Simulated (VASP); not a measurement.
# AlNi3 (Pm-3m) in VASP: settings compared, part 2 of 2

VASP 6.6.1. The steps go on from the part before.

## Step 4: Single point, PBEsol, collinear spin, ferromagnetic start

File INCAR:

```
ALGO     = Normal         # electronic algorithm
EDIFF    = 1E-6           # SCF threshold, eV
ENCUT    = 590            # plane-wave cutoff, eV
GGA      = PS             # functional
GGA_COMPAT= F            
ISIF     = 2              # what is computed and relaxed
ISMEAR   = -1             # smearing method
ISPIN    = 2              # spin polarisation
LASPH    = T              # aspherical terms in the spheres
LCHARG   = T              # write CHGCAR
LELF     = T              # ELF
LMAXMIX  = 4              # l up to which the mixer works
LORBIT   = 11             # projections on sites
LREAL    = F              # projectors in reciprocal space
LVHAR    = T            
LWAVE    = F              # write WAVECAR
MAGMOM   = 1.5 1.5 1.5 0  # initial moments
NBANDS   = 40             # bands
NELM     = 200            # most SCF steps
NUPDOWN  = 4.5            # fixed moment
PREC     = Accurate       # precision mode
SIGMA    = 0.05           # smearing width, eV
```

File KPOINTS:

```
k-points
0
Gamma
  6 6 6
```

File POSCAR:

```
AlNi3
1.0
    3.5230547267      0.0000000000      0.0000000000
    0.0000000000      3.5230547267      0.0000000000
    0.0000000000      0.0000000000      3.5230547267
Ni Al
3 1
Direct
    0.5000000000      0.5000000000      0.0000000000
    0.5000000000      0.0000000000      0.5000000000
    0.0000000000      0.5000000000      0.5000000000
    0.0000000000      0.0000000000      0.0000000000
```

Potentials or basis: VASP PAW PBE potentials, release 64 (Ni_sv_GW, Al).

The run is started by

```sh
> cat potpaw_PBE.64/Ni_sv_GW/POTCAR potpaw_PBE.64/Al/POTCAR > POTCAR
> mpirun -np 1 vasp_std > vasp.out
```

OUTCAR:

```text
EDIFF = 1E-6
   ENCUT = 590
   GGA = PS
   ISIF = 2
   ISMEAR = -1
   ISPIN = 2
   LASPH = T
   LORBIT = 11
   LREAL = F
   NELM = 200
   NUPDOWN = 4.5
   PREC = Accurate

 ion  position               nearest neighbor table
   1  0.500  0.500  0.000-   2 2.49   3 2.49   4 2.49   2 2.49   3 2.49   2 2.49   4 2.49   2 2.49
                             3 2.49   4 2.49   3 2.49   4 2.49
   2  0.500  0.000  0.500-   1 2.49   3 2.49   4 2.49   1 2.49   4 2.49   1 2.49   3 2.49   1 2.49
                             3 2.49   4 2.49   4 2.49   3 2.49
   3  0.000  0.500  0.500-   1 2.49   2 2.49   4 2.49   1 2.49   4 2.49   2 2.49   4 2.49   4 2.49
                             1 2.49   2 2.49   1 2.49   2 2.49
   4  0.000  0.000  0.000-   1 2.49   2 2.49   3 2.49   2 2.49   3 2.49   1 2.49   3 2.49   3 2.49
                             1 2.49   2 2.49   2 2.49   1 2.49

  LATTYP: Found a simple cubic cell.
 ALAT       =     3.5230547267

  Lattice vectors:

 A1 = (   3.5230547267,   0.0000000000,   0.0000000000)
 A2 = (   0.0000000000,   3.5230547267,   0.0000000000)
 A3 = (   0.0000000000,   0.0000000000,   3.5230547267)
[... 1925 lines left out ...]
  -------------------------------------------------------------------------------------
  Total        3.1678792      3.1678792      3.1678792     -0.0000000      0.0000000     -0.0000000
  in kB      116.0702782    116.0702782    116.0702782     -0.0000000      0.0000000     -0.0000000
  external PRESSURE =     116.0702782 kB  Pullay stress =       0.0000000 kB

 VOLUME and BASIS-vectors are now :
 -----------------------------------------------------------------------------
  energy-cutoff  :      590.00
  volume of cell :       43.73
      direct lattice vectors                 reciprocal lattice vectors
     3.523054727  0.000000000  0.000000000     0.283844583  0.000000000  0.000000000
     0.000000000  3.523054727  0.000000000     0.000000000  0.283844583  0.000000000
     0.000000000  0.000000000  3.523054727     0.000000000  0.000000000  0.283844583

 POSITION                                       TOTAL-FORCE (eV/Angst)
 -----------------------------------------------------------------------------------
      1.76153      1.76153      0.00000         0.000000      0.000000      0.000000
      1.76153      0.00000      1.76153         0.000000      0.000000      0.000000
      0.00000      1.76153      1.76153         0.000000      0.000000      0.000000
      0.00000      0.00000      0.00000         0.000000      0.000000      0.000000
 -----------------------------------------------------------------------------------
    total drift:                                0.000000      0.000000      0.000000

  FREE ENERGIE OF THE ION-ELECTRON SYSTEM (eV)
  ---------------------------------------------------
  free  energy   TOTEN  =       -24.0256330773 eV

  energy  without entropy=      -23.9826256040  energy(sigma->0) =      -24.00412934

 total charge

# of ion       s       p       d       f       tot
--------------------------------------------------
    1        2.260   6.388   7.737   0.004  16.390
    2        2.260   6.388   7.737   0.004  16.390
    3        2.260   6.388   7.737   0.004  16.390
    4        0.394   0.463   0.000   0.000   0.856
--------------------------------------------------
tot          7.173  19.627  23.212   0.013  50.025

 magnetization (x)

# of ion       s       p       d       f       tot
--------------------------------------------------
    1        0.019   0.100   1.141   0.001   1.262
    2        0.019   0.100   1.141   0.001   1.262
    3        0.019   0.100   1.141   0.001   1.262
    4        0.029   0.104   0.000   0.000   0.134
--------------------------------------------------
tot          0.088   0.405   3.424   0.002   3.919
```

OSZICAR:

```text
N       E                     dE             d eps       ncg     rms          rms(c)
DAV:   1     0.114269124259E+04    0.11427E+04   -0.31676E+04  5144   0.499E+03
DAV:   2     0.890973837032E+02   -0.10536E+04   -0.10093E+04  6032   0.153E+03
DAV:   3    -0.328653690444E+02   -0.12196E+03   -0.11588E+03  6336   0.675E+02
DAV:   4    -0.387892885630E+02   -0.59239E+01   -0.58992E+01  6192   0.113E+02
DAV:   5    -0.392508954315E+02   -0.46161E+00   -0.46152E+00  6016   0.316E+01    0.337E+01
DAV:   6    -0.366253255470E+02    0.26256E+01   -0.14034E+02  5008   0.684E+02    0.307E+01
DAV:   7    -0.237387851182E+02    0.12887E+02   -0.57145E+01  4624   0.376E+02    0.476E+00
DAV:   8    -0.241052012471E+02   -0.36642E+00   -0.36883E+00  5904   0.471E+01    0.317E+00
DAV:   9    -0.240257960413E+02    0.79405E-01   -0.24596E-01  6040   0.188E+01    0.834E-01
DAV:  10    -0.240253388445E+02    0.45720E-03   -0.19580E-02  6144   0.377E+00    0.425E-01
DAV:  11    -0.240256504258E+02   -0.31158E-03   -0.14676E-03  6080   0.128E+00    0.273E-01
DAV:  12    -0.240256167519E+02    0.33674E-04   -0.40186E-04  6072   0.976E-01    0.104E-01
DAV:  13    -0.240256497439E+02   -0.32992E-04   -0.17780E-04  6296   0.409E-01    0.427E-02
DAV:  14    -0.240256266820E+02    0.23062E-04   -0.54612E-05  5600   0.305E-01    0.184E-02
DAV:  15    -0.240256329377E+02   -0.62558E-05   -0.15128E-05  5192   0.109E-01    0.672E-03
DAV:  16    -0.240256330773E+02   -0.13956E-06   -0.11040E-06  2744   0.470E-02
   1 F= -.24025633E+02 E0= -.24004129E+02  d E =-.430075E-01  mag=     4.5000
```

Wall time 56 s (1 thread of Intel Xeon 6975P-C (Granite Rapids), shared host); peak memory 0.22 GiB.

Results:

| Property | Result |
| --- | --- |
| Free energy | -24.0256 eV |
| Pressure | 11.6 GPa |
| Net moment | 4.50 μB per cell |
| Site moments | Ni +1.26; Al +0.13 μB |
| Valence electrons inside the program's atomic spheres | Ni 16.39; Al 0.86 |

Caveat: the PAW data sets were made with another functional, which shifts forces and pressure a little; the total moment is fixed, so each spin has its own Fermi level.

## Step 5: Summary

| level | potentials or basis | fixed moment (μB) | cell | k mesh | cutoff (eV) | smearing | second run | gap on the mesh (eV) | pressure (GPa) | moment (μB) |
| --- | --- | --- | --- | --- | --- | --- | --- | --- | --- | --- |
| PBE | VASP PAW PBE potentials, release 64 (Ni, Al) | - | a = 3.523 Å, 4 atoms | 8 × 8 × 8 | 520 | gaussian 0.011 eV | - | none | 7.3 | 0.75 |
| PBE | VASP PAW PBE potentials, release 64 (Ni, Al) | - | a = 3.567 Å, 4 atoms | 8 × 8 × 8 | 520 | fermi-dirac 0.05 eV | - | none | 0.1 | 0.70 |
| PBEsol | VASP PAW PBE potentials, release 64 (Ni_sv_GW, Al) | 4.5 | a = 3.523 Å, 4 atoms | 6 × 6 × 6 | 590 | fermi-dirac 0.05 eV | valence_matched | - | 11.6 | 4.50 |

Alike in all rows: task single point; spin collinear, ferromagnetic start.

Caveats: the PAW data sets were made with another functional, which shifts forces and pressure a little (some runs); the total moment is fixed, so each spin has its own Fermi level (some runs).

Absolute energies hang on the potentials; compare differences alone.
